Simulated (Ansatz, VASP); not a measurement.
# W: VASP beside Ansatz

```xyz
1
Lattice="-1.5677 1.5677 1.5677 1.5677 -1.5677 1.5677 1.5677 1.5677 -1.5677" Properties=species:S:1:pos:R:3 pbc="T T T"
W     0.0000    0.0000    0.0000
```

Alike in both runs: task single point; functional LDA; k mesh 14 × 14 × 14; occupations gaussian, width 0.3 eV; no spin polarisation.

```csv
,VASP,Ansatz
version,VASP 6.6.1,Ansatz 0.2.0
potentials or method,"VASP PAW LDA potentials, release 64 (W_sv), cutoff 520 eV","plane waves (420 eV) with PAW, scalar-relativistic"
valence electrons in the cell,14,14
```

|  | VASP | Ansatz | Ansatz less VASP |
| --- | --- | --- | --- |
| pressure (GPa) | 2.0 | 0.0 | -1.95 |

Ansatz warns that its potentials were made for another functional, while VASP's fit it. LDA's correlation is that of Perdew and Zunger in VASP and of Perdew and Wang (1992) in Ansatz.

Spin-orbit coupling is off throughout.
